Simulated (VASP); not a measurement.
# Ti3O4 (Cmmm) in VASP: further runs, part 2 of 2

VASP 6.6.1. The steps go on from the part before.

## (3) Single point, PBEsol

The input, INCAR:

```
PREC     = Accurate       # precision mode
ENCUT    = 520            # plane-wave cutoff, eV
EDIFF    = 1E-6           # SCF threshold, eV
ISMEAR   = 0              # smearing method
SIGMA    = 0.15           # smearing width, eV
LREAL    = F              # projectors in reciprocal space
LASPH    = T              # aspherical terms in the spheres
NELM     = 100            # most SCF steps
ALGO     = Fast           # electronic algorithm
ISIF     = 2              # what is computed and relaxed
LWAVE    = F              # write WAVECAR
LCHARG   = F              # write CHGCAR
GGA      = PS             # functional
NBANDS   = 39             # bands
```

The input, KPOINTS:

```
regular mesh
0
Gamma
  8 8 14
```

The input, POSCAR:

```
Ti3O4
1.0
    2.9128162286     -4.0303540220      0.0000000000
    2.9128162286      4.0303540220      0.0000000000
    0.0000000000      0.0000000000      2.9690273773
Ti O
3 4
Direct
    0.0000000000      0.0000000000      0.5000000000
    0.5000000000      0.0000000000      0.0000000000
    0.0000000000      0.5000000000      0.0000000000
    0.7627833111      0.7627833111      0.0000000000
    0.2588765548      0.7411234452      0.5000000000
    0.2372166889      0.2372166889      0.0000000000
    0.7411234452      0.2588765548      0.5000000000
```

Potentials or basis: VASP PAW PBE potentials, release 64 (Ti_sv, O).

Command:

```console
cat potpaw_PBE.64/Ti_sv/POTCAR potpaw_PBE.64/O/POTCAR > POTCAR
mpirun -np 1 vasp_std > vasp.out
```

OUTCAR:

```text
PREC = Accurate
   ENCUT = 520
   EDIFF = 1E-6
   ISMEAR = 0
   LREAL = F
   LASPH = T
   NELM = 100
   ISIF = 2
   GGA = PS

 ion  position               nearest neighbor table
   1  0.000  0.000  0.500-   4 2.03   6 2.03   4 2.03   6 2.03   5 2.09   7 2.09   2 2.90   3 2.90
                             2 2.90   3 2.90   3 2.90   3 2.90   2 2.90   2 2.90
   2  0.500  0.000  0.000-   4 2.02   6 2.02   5 2.08   7 2.08   5 2.08   7 2.08   1 2.90   1 2.90
                             1 2.90   1 2.90   3 2.91   3 2.91
   3  0.000  0.500  0.000-   4 2.02   6 2.02   5 2.08   7 2.08   5 2.08   7 2.08   1 2.90   1 2.90
                             1 2.90   1 2.90   2 2.91   2 2.91
   4  0.763  0.763  0.000-   2 2.02   3 2.02   1 2.03   1 2.03
   5  0.259  0.741  0.500-   2 2.08   3 2.08   2 2.08   3 2.08   1 2.09
   6  0.237  0.237  0.000-   2 2.02   3 2.02   1 2.03   1 2.03
   7  0.741  0.259  0.500-   2 2.08   3 2.08   2 2.08   3 2.08   1 2.09

  LATTYP: Found a base centered orthorhombic cell.
 ALAT       =     5.8256324572
 B/A-ratio  =     1.3836623067
 C/A-ratio  =     0.5096489350

  Lattice vectors:

 A1 = (   2.9128162286,  -4.0303540220,   0.0000000000)
 A2 = (   2.9128162286,   4.0303540220,   0.0000000000)
 A3 = (   0.0000000000,   0.0000000000,   2.9690273773)

Analysis of symmetry for initial positions (statically):
=====================================================================
 Subroutine PRICEL returns:
 Original cell was already a primitive cell.

 Routine SETGRP: Setting up the symmetry group for a
 base centered orthorhombic supercell.

 Subroutine GETGRP returns: Found  8 space group operations
 (whereof  8 operations were pure point group operations)
 out of a pool of  8 trial point group operations.

The static configuration has the point symmetry D_2h.

Analysis of symmetry for dynamics (positions and initial velocities):
=====================================================================
 Subroutine PRICEL returns:
 Original cell was already a primitive cell.

 Routine SETGRP: Setting up the symmetry group for a
 base centered orthorhombic supercell.

 Subroutine GETGRP returns: Found  8 space group operations
[... 141 lines left out ...]
   IVDW    =     0    specifies the selected vdW correction
   LEPSILON=     F    determine dielectric tensor
   LRPA    =     F    only Hartree local field effects (RPA)
 non-spin polarized calculation
 RMM-DIIS sequential band-by-band and
 Gauss-broadening in eV      SIGMA  =   0.15
  energy-cutoff  :      520.00
  volume of cell :       69.71
 maximum number of plane-waves:      1898
 NGX is ok and might be reduce to    40
   NGX = 19   NGY = 19   NGZ = 11

 number of electron      59.9999984 magnetization

 Free energy of the ion-electron system (eV)
  ---------------------------------------------------
  ext. energy  EPLUGINS =         0.00000000
  ---------------------------------------------------
  free energy    TOTEN  =       -65.93853843 eV

  energy without entropy =      -65.90643759  energy(sigma->0) =      -65.92248801

 E-fermi :   9.5118     XC(G=0): -12.3977

 val. band max:        9.5087581743   @ k =   0.5000   0.2500   0.2143
 cond. band min:       9.5118513693   @ k =   0.1250  -0.0000   0.4286
 fundamental gap:      0.0030931950
 Fermi energy:         9.5118263457

 k-point     1 :       0.0000    0.0000    0.0000
  band No.  band energies     occupation
      1     -48.4052      2.00000
      2     -48.3344      2.00000
      3     -48.1354      2.00000
      4     -25.3146      2.00000
      5     -25.1402      2.00000
      6     -24.8318      2.00000
[... 997 lines left out ...]
     38      11.7054      0.00000
     39      12.1341      0.00000

 [... further k-points ...]

------------------------ aborting loop because EDIFF is reached ----------------------------------------

  FORCE on cell =-STRESS in cart. coord.  units (eV):
  Direction    XX          YY          ZZ          XY          YZ          ZX
  --------------------------------------------------------------------------------------
  -------------------------------------------------------------------------------------
  Total        0.1507026      0.3183312      0.5139837      0.0000000      0.0000000      0.0000000
  in kB        3.4636239      7.3162635     11.8129787      0.0000000      0.0000000      0.0000000
  external PRESSURE =       7.5309554 kB  Pullay stress =       0.0000000 kB

 VOLUME and BASIS-vectors are now :
 -----------------------------------------------------------------------------
  energy-cutoff  :      520.00
  volume of cell :       69.71
      direct lattice vectors                 reciprocal lattice vectors
     2.912816229 -4.030354022  0.000000000     0.171655182 -0.124058581  0.000000000
     2.912816229  4.030354022  0.000000000     0.171655182  0.124058581  0.000000000
     0.000000000  0.000000000  2.969027377     0.000000000  0.000000000  0.336810636

 POSITION                                       TOTAL-FORCE (eV/Angst)
 -----------------------------------------------------------------------------------
      0.00000      0.00000      1.48451         0.000000      0.000000     -0.000000
      1.45641     -2.01518      0.00000         0.000000      0.000000     -0.000000
      1.45641      2.01518      0.00000         0.000000     -0.000000     -0.000000
      4.44370      0.00000      0.00000        -0.024859      0.000000      0.000000
      2.91282      1.94363      1.48451         0.000000      0.000518     -0.000000
      1.38194      0.00000      0.00000         0.024859      0.000000     -0.000000
      2.91282     -1.94363      1.48451         0.000000     -0.000518      0.000000
 -----------------------------------------------------------------------------------
    total drift:                                0.000000     -0.000000      0.000000

  FREE ENERGIE OF THE ION-ELECTRON SYSTEM (eV)
  ---------------------------------------------------
  free  energy   TOTEN  =       -65.9385384312 eV

  energy  without entropy=      -65.9064375858  energy(sigma->0) =      -65.92248801
```

It took 26 min on 1 thread of Oxide Virtual Turin-like, shared host; peak memory 0.41 GiB.

What came out:

```yaml
Free_energy: -65.9385 eV
Pressure: 0.8 GPa
Largest_force: 0.025 eV/Å
Band_gap_on_the_k_mesh: zero (bands 30 and 31 overlap by 1.10 eV)
```

Forces on the atoms (eV/Å):
```
Ti   0.000  0.000  0.000
Ti   0.000  0.000  0.000
Ti   0.000  0.000  0.000
O   -0.025  0.000  0.000
O    0.000  0.001  0.000
O    0.025  0.000  0.000
O    0.000 -0.001  0.000
```

Caveat: the PAW data sets were made with another functional, which shifts forces and pressure a little; semilocal functionals often make such compounds metallic where correlation or magnetic order opens a gap, which also shifts bond lengths.
